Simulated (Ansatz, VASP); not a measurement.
# Cs in VASP and in Ansatz

```xyz
1
Lattice="-3.2421 3.2421 3.2421 3.2421 -3.2421 3.2421 3.2421 3.2421 -3.2421" Properties=species:S:1:pos:R:3 pbc="T T T"
Cs    0.0000    0.0000    0.0000
```

Alike in both runs: task single point; functional RPBE; k mesh 12 × 12 × 12; occupations fermi-dirac, width 0.1 eV; no spin polarisation.

|  | VASP | Ansatz |
| --- | --- | --- |
| version | VASP 6.6.1 | Ansatz 0.2.0 |
| potentials or method | VASP PAW PBE potentials, release 64 (Cs_sv), cutoff 520 eV | plane waves (420 eV) with PAW, scalar-relativistic |
| valence electrons in the cell | 9 | 9 |

|  | VASP | Ansatz | Ansatz less VASP |
| --- | --- | --- | --- |
| pressure (GPa) | -0.1 | -0.1 | 0.00 |

VASP's potentials were made for PBE, not for RPBE.

Neither program's run includes spin-orbit coupling.
